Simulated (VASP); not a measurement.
Write the native input for VASP 6.6.1 that does the following.

```
Task                    : density of states
Functional              : PBE
Potentials or basis     : VASP PAW PBE potentials, release 64 (Ga_d)
Cutoff                  : 520 eV
k mesh                  : 18 × 18 × 10
Occupations             : fermi-dirac, width 0.05 eV
Spin                    : no spin polarisation
Dipole correction       : no
k mesh for the DOS      : 27 × 27 × 15
Occupations for the DOS : tetrahedron
Further INCAR settings  : ALGO = Normal; EDIFF = 1e-07; NBANDS = 20
```

Ga:

```
Ga
1.0
     3.01103    0.00000    0.00000
    -1.50552    2.60763    0.00000
     0.00000    0.00000    4.86610
Ga
2
Direct
  0.33333 0.66667 0.25000
  0.66667 0.33333 0.75000
```

These files were run (other wordings do the same):

POSCAR

```
Ga
1.0
    3.0110321222      0.0000000000      0.0000000000
   -1.5055160611      2.6076303094      0.0000000000
    0.0000000000      0.0000000000      4.8660975386
Ga
2
Direct
    0.3333333333      0.6666666667      0.2500000000
    0.6666666667      0.3333333333      0.7500000000
```

INCAR.step1

```
PREC     = Accurate       # precision mode
ENCUT    = 520            # plane-wave cutoff, eV
EDIFF    = 1E-7           # SCF threshold, eV
ISMEAR   = -1             # smearing method
SIGMA    = 0.05           # smearing width, eV
LREAL    = F              # projectors in reciprocal space
LASPH    = T              # aspherical terms in the spheres
NELM     = 100            # most SCF steps
ALGO     = Normal         # electronic algorithm
ISIF     = 2              # what is computed and relaxed
LWAVE    = F              # write WAVECAR
LCHARG   = T              # write CHGCAR
GGA      = PE             # functional
NBANDS   = 20             # bands
```

KPOINTS.step1

```
Automatic mesh
0
Gamma
  18 18 10
```

INCAR.step2

```
PREC     = Accurate       # precision mode
ENCUT    = 520            # plane-wave cutoff, eV
EDIFF    = 1E-7           # SCF threshold, eV
ISMEAR   = -5             # smearing method
SIGMA    = 0.05           # smearing width, eV
LREAL    = F              # projectors in reciprocal space
LASPH    = T              # aspherical terms in the spheres
NELM     = 100            # most SCF steps
ALGO     = Normal         # electronic algorithm
ISIF     = 2              # what is computed and relaxed
LWAVE    = F              # write WAVECAR
LCHARG   = F              # write CHGCAR
GGA      = PE             # functional
LORBIT   = 10             # projections on sites
NBANDS   = 20             # bands
NEDOS    = 1001           # points of the DOS
ICHARG   = 11             # starting density
```

KPOINTS.step2

```
Automatic mesh
0
Gamma
  27 27 15
```

Potentials or basis: VASP PAW PBE potentials, release 64 (Ga_d).

Run with:

```bash
$ cat potpaw_PBE.64/Ga_d/POTCAR > POTCAR
$ cp INCAR.step1 INCAR
$ cp KPOINTS.step1 KPOINTS
$ mpirun -np 1 vasp_std > vasp.out
$ cp INCAR.step2 INCAR
$ cp KPOINTS.step2 KPOINTS
$ mpirun -np 1 vasp_std > vasp.out
```

It gave:

The valence electrons inside the program's atomic spheres are Ga 11.51.

Wall time 3 min on 1 thread of AMD EPYC 9R45 96-Core Processor (Zen 5), with other jobs on the host, peak memory 0.44 GiB.
